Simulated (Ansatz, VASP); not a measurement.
## TaN in VASP and in Ansatz

```
Ta N
1.0
     4.41727    0.00000    0.00000
     0.00000   -4.41727    0.00000
     0.00000    0.00000   -4.41727
Ta N
4 4
Direct
  0.50000 0.00000 0.00000
  0.00000 0.50000 0.00000
  0.00000 0.00000 0.50000
  0.50000 0.50000 0.50000
  0.92360 0.00000 0.00000
  0.50000 0.50000 0.00000
  0.50000 0.00000 0.50000
  0.00000 0.50000 0.50000
```

Alike in both runs: task single point; functional PBE; k mesh 14 × 14 × 14; occupations gaussian, width 0.15 eV; no spin polarisation.

```csv
,VASP,Ansatz
version,VASP 6.6.1,Ansatz 0.2.0
potentials or method,"VASP PAW PBE potentials, release 64 (Ta_pv, N), cutoff 520 eV","scalar-relativistic, plane waves, PAW"
valence electrons in the cell,64,72
```

Ansatz gave:

```
gap on the k mesh at the Fermi level (eV)                     : none
pressure (GPa)                                                : 5.0
traceless stress, the component that is largest in VASP (GPa) : 11.49
rms of the force components (eV/Å)                            : 1.452
```

Q: Estimate VASP's values.

A: gap on the k mesh at the Fermi level (eV): none; pressure (GPa): 5.8; traceless stress, the component that is largest in VASP (GPa): 11.74; rms of the force components (eV/Å): 1.486.

Atom by atom the forces differ by 0.034 eV/Å (rms over components). A gap of «none» marks a metal or a gap that the smearing closes. VASP's potentials hold 64 valence electrons a cell and Ansatz's 72, so a difference there can come from the potentials and not from the codes.

Spin-orbit coupling is off throughout.
